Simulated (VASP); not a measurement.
Set up this calculation in VASP 6.6.1, as the native input.

- Task: single point
- Functional: PBE
- Potentials or basis: VASP PAW PBE potentials, release 64 (Pb_d, S, C, O)
- Cutoff: 520 eV
- k mesh: 3 × 3 × 1
- Occupations: gaussian, width 0.05 eV
- Spin: no spin polarisation
- Dipole correction: yes
- Further INCAR settings: LREAL = Auto; ALGO = Normal; EDIFF = 1e-06; NBANDS = 100

The structure of Pb8CS8O lies in POSCAR:

```
Pb8CS8O
1.0
    8.4980431765      0.0000000000      0.0000000000
    0.0000000000      8.4980431765      0.0000000000
    0.0000000000      0.0000000000     20.7166259994
Pb S C O
8 8 1 1
Direct
    0.2500000000      0.2500000000      0.1930816341
    0.2500000000      0.7500000000      0.1930816341
    0.7500000000      0.2500000000      0.1930816341
    0.7500000000      0.7500000000      0.1930816341
    0.0000000000      0.0000000000      0.3242142808
    0.0000000000      0.5000000000      0.3242142808
    0.5000000000      0.0000000000      0.3242142808
    0.5000000000      0.5000000000      0.3242142808
    0.0000000000      0.0000000000      0.1930816341
    0.0000000000      0.5000000000      0.1930816341
    0.5000000000      0.0000000000      0.1930816341
    0.5000000000      0.5000000000      0.1930816341
    0.2500000000      0.2500000000      0.3230985962
    0.2500000000      0.7500000000      0.3230985962
    0.7500000000      0.2500000000      0.3230985962
    0.7500000000      0.7500000000      0.3230985962
    0.6390921145      0.0000000000      0.3937236691
    0.8609078855      0.0000000000      0.3937236691
```

The input as run:

INCAR

```
SYSTEM = Pb8CS8O
  PREC = Accurate
  ENCUT = 520
  EDIFF = 1E-6
  ISMEAR = 0
  SIGMA = 0.05
  LREAL = Auto
  LASPH = .True.
  NELM = 100
  ALGO = Normal
  ISIF = 2
  LWAVE = .False.
  LCHARG = .False.
  LDIPOL = .True.
  IDIPOL = 3
  DIPOL = 0.5 0.5 0.273
  GGA = PE
  NBANDS = 100
```

KPOINTS

```
Automatic mesh
0
Gamma
  3 3 1
  0 0 0
```

Potentials or basis: VASP PAW PBE potentials, release 64 (Pb_d, S, C, O).

The run is started by

```bash
$ cat potpaw_PBE.64/Pb_d/POTCAR potpaw_PBE.64/S/POTCAR potpaw_PBE.64/C/POTCAR potpaw_PBE.64/O/POTCAR > POTCAR
$ mpirun -np 1 vasp_std > vasp.out
```

Results of the run:

| Quantity | Value |
| --- | --- |
| Largest force | 11.047 eV/Å |
| Band gap on the k mesh | 0.02 eV |

Caveat: the smearing spreads over this small gap; spin-orbit coupling is left out, which moves the levels of the heavy elements.

Wall time 45 min on 1 thread of Intel Xeon 8259CL, on a shared host, peak memory 1.4 GiB.
